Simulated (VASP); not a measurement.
Here is a VASP 6.6.1 calculation.

INCAR

```
ALGO = Normal
EDIFF = 1E-6
ENCUT = 520
GGA = PE
ISIF = 2
ISMEAR = -1
LASPH = T
LCHARG = F
LREAL = F
LWAVE = F
NBANDS = 12
NELM = 100
PREC = Accurate
SIGMA = 0.1
```

File KPOINTS:

```
k-points
0
Gamma
  12 12 12
```

File POSCAR:

```
Li
1.0
    1.5326489968      0.8848753108      7.4589680455
   -1.5326489968      0.8848753108      7.4589680455
    0.0000000000     -1.7697506217      7.4589680455
Li
3
Direct
    0.0000000000      1.0000000000      1.0000000000
    0.2221855009      0.2221855009      0.2221855009
    0.7778144991      0.7778144991      0.7778144991
```

Potentials or basis: VASP PAW PBE potentials, release 64 (Li_sv).

The run is started by

```sh
$ cat potpaw_PBE.64/Li_sv/POTCAR > POTCAR
$ mpirun -np 1 vasp_std > vasp.out
```

**Question.** Estimate the band gap on the k mesh.

**Answer.** Zero (an odd number of electrons rules out a gap without spin polarisation).

Forces in eV/Å, atoms in the order of the input:
```
Li   0.000  0.000  0.000
Li   0.000  0.000  0.002
Li   0.000  0.000 -0.002
```
